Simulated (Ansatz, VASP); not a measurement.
## Two plane-wave programs on MgS

```
Mg S
1.0
     0.00000    2.83088    2.77426
     2.83088    0.00000    2.77426
     2.83088    2.83088    0.00000
Mg S
1 1
Cartesian
  0.0000 0.0000 0.0000
  1.4154 1.4154 1.3871
```

Change from the starting cell: uniaxial_z strain -2.0%.

Alike in both runs: task single point; functional PBE; k mesh 8 × 8 × 8; occupations fermi-dirac, width 0.02 eV; no spin polarisation.

```csv
,VASP,Ansatz
version,VASP 6.6.1,Ansatz 0.2.0
potentials or method,"VASP PAW PBE potentials, release 64 (Mg, S)","plane waves, PAW"
plane-wave cutoff (eV),520,420
valence electrons in the cell,8,16
```

```tsv
	VASP	Ansatz	Ansatz less VASP
gap on the k mesh at the Fermi level (eV)	3.52	3.53	+0.007
pressure (GPa)	2.2	2.3	+0.15
traceless stress, the component that is largest in VASP (GPa)	0.24	0.24	-0.003
```

VASP's potentials hold 8 valence electrons a cell and Ansatz's 16, so a difference there can come from the potentials and not from the codes.
